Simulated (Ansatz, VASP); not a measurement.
**One calculation of WS2, two programs**

INCAR

```
SYSTEM = WS2
ALGO = Normal
EDIFF = 1E-6
EDIFFG = -0.01
ENCUT = 600
GGA = RP
IBRION = 2
ISIF = 3
ISMEAR = 1
LASPH = .TRUE.
LCHARG = .FALSE.
LREAL = .FALSE.
LWAVE = .FALSE.
NELM = 60
NSW = 60
PREC = Accurate
SIGMA = 0.1
```

Contents of KPOINTS:

```
k-points
0
G
  9 9 2
  0 0 0
```

File POSCAR:

```
WS2
1.0
    3.1800000000      0.0000000000      0.0000000000
   -1.5900000000      2.7539607800      0.0000000000
    0.0000000000      0.0000000000     12.5000000000
W S
2 4
Direct
    0.3333333333      0.6666666667      0.2500000000
    0.6666666667      0.3333333333      0.7500000000
    0.3333333333      0.6666666667      0.6250000000
    0.6666666667      0.3333333333      0.1250000000
    0.3333333333      0.6666666667      0.8750000000
    0.6666666667      0.3333333333      0.3750000000
```

Input for Ansatz:

```yaml
crystal:
  lattice:
    - [3.18, 0.0, 0.0]
    - [-1.59, 2.75396078, 0.0]
    - [0.0, 0.0, 12.5]
  atoms:
    - { symbol: W, position: [0.3333333333333333, 0.6666666666666666, 0.25] }
    - { symbol: W, position: [0.6666666666666666, 0.3333333333333333, 0.75] }
    - { symbol: S, position: [0.3333333333333333, 0.6666666666666666, 0.625] }
    - { symbol: S, position: [0.6666666666666666, 0.3333333333333333, 0.125] }
    - { symbol: S, position: [0.3333333333333333, 0.6666666666666666, 0.875] }
    - { symbol: S, position: [0.6666666666666666, 0.3333333333333333, 0.375] }
kpoints:
  mp_grid:
    grid: [9, 9, 2]
hamiltonian:
  xc: rpbe
  dispersion: none
scf:
  occupations:
    method: cold
relax:
  f_tol: 0.01
  max_steps: 40
  cell: {}
```

Alike in both runs: task relaxation of cell and atoms; functional RPBE; k mesh 9 × 9 × 2; no spin polarisation.

|  | VASP | Ansatz |
| --- | --- | --- |
| version | VASP 6.6.1 | Ansatz 0.2.0 |
| potentials or method | VASP PAW PBE potentials, release 64 (W_sv, S) | plane waves, PAW |
| plane-wave cutoff (eV) | 600 | 420 |
| occupations | methfessel-paxton of order 1, width 0.1 eV | cold |
| valence electrons in the cell | 52 | 52 |

Ansatz gave:

- relaxed volume (Å³/atom): 24.10
- relaxed cell length with the largest relative difference (Å): 16.200

Task: What did VASP give for the same quantities?

Result: Relaxed volume (Å³/atom): 23.64; relaxed cell length with the largest relative difference (Å): 15.894.

VASP's potentials were made for PBE, not for RPBE.

Spin-orbit coupling is off throughout. Noted on VASP's run: the volume moved by over 15 % at a fixed basis, so the end points are rough.
